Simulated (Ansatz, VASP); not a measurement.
## Two plane-wave programs on Se

Contents of INCAR:

```
PREC = Accurate
ENCUT = 520
EDIFF = 1E-6
ISMEAR = 0
SIGMA = 0.05
LREAL = F
LASPH = T
NELM = 60
ALGO = Normal
ISIF = 2
LWAVE = F
LCHARG = T
GGA = PE
IVDW = 12
LELF = T
LVHAR = T
NBANDS = 16
```

The input KPOINTS:

```
Automatic mesh
0
Gamma
  9 9 8
```

Contents of POSCAR:

```
Se
1.0
    4.2135749463      0.0000000000      0.0000000000
   -2.1067874732      3.6490629443      0.0000000000
    0.0000000000      0.0000000000      4.7798794191
Se
3
Direct
    0.3087981154      0.0000000000      0.3333333333
    0.0000000000      0.3087981154      0.6666666667
    0.6912018846      0.6912018846      0.0000000000
```

Input for Ansatz:

```yaml
crystal:
  lattice:
    - [4.2135749463, 0.0, 0.0]
    - [-2.1067874732, 3.6490629443, 0.0]
    - [0.0, 0.0, 4.7798794191]
  atoms:
    - { symbol: Se, position: [0.3087981154, 0.0, 0.3333333333] }
    - { symbol: Se, position: [0.0, 0.3087981154, 0.6666666667] }
    - { symbol: Se, position: [0.6912018846, 0.6912018846, 0.0] }
basis:
  ecutwfc: 420
kpoints:
  mp_grid: { grid: [9, 9, 8] }
hamiltonian:
  xc: pbe
  dispersion: d3bj
scf:
  occupations: { method: gaussian, width: 0.05 }
output:
  forces: true
  stress: true
  eigenvalues: true
```

Alike in both runs: task single point; functional PBE; dispersion D3(BJ); k mesh 9 × 9 × 8; occupations gaussian, width 0.05 eV; no spin polarisation.

|  | VASP | Ansatz |
| --- | --- | --- |
| version | VASP 6.6.1 | Ansatz 0.2.0 |
| potentials or method | VASP PAW PBE potentials, release 64 (Se), cutoff 520 eV | scalar-relativistic, plane waves, PAW |
| valence electrons in the cell | 18 | 48 |

```tsv
	VASP	Ansatz	Ansatz less VASP
gap on the k mesh at the Fermi level (eV)	none	none	-
pressure (GPa)	-6.5	-6.5	-0.01
traceless stress, the component that is largest in VASP (GPa)	1.26	1.26	+0.002
rms of the force components (eV/Å)	0.237	0.237	+0.0005
```

Atom by atom the forces differ by 0.000 eV/Å (rms over components). A gap of «none» marks a metal or a gap that the smearing closes. VASP's potentials hold 18 valence electrons a cell and Ansatz's 48, so a difference there can come from the potentials and not from the codes.
